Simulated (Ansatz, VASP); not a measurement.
**EuO in VASP and in Ansatz**

```
Eu O
1.0
     0.00000    2.57195    2.57195
     2.57195    0.00000    2.57195
     2.57195    2.57195    0.00000
Eu O
1 1
Direct
  0.00000 0.00000 0.00000
  0.50000 0.50000 0.50000
```

Alike in both runs: task single point; functional PBE; k mesh 10 × 10 × 10; occupations gaussian, width 0.05 eV; collinear spin; Hubbard terms Eu f U = 6.0 eV.

|  | VASP | Ansatz |
| --- | --- | --- |
| version | VASP 6.6.1 | Ansatz 0.2.0 |
| potentials or method | VASP PAW PBE potentials, release 64 (Eu, O), cutoff 600 eV | scalar-relativistic, plane waves, PAW |
| valence electrons in the cell | 23 | 23 |

|  | VASP | Ansatz | Ansatz less VASP |
| --- | --- | --- | --- |
| pressure (GPa) | 1.2 | 1.7 | +0.47 |
| net moment per atom (μB) | 3.50 | 3.50 | 0.000 |
| size of the moment on the site where the two differ most (μB) | 6.73 | 6.75 | +0.028 |

Site moments also hang on the region over which each program counts them. The programs project onto different local orbitals, so the same U acts differently, and such runs can settle in different states.

Neither program's run includes spin-orbit coupling.
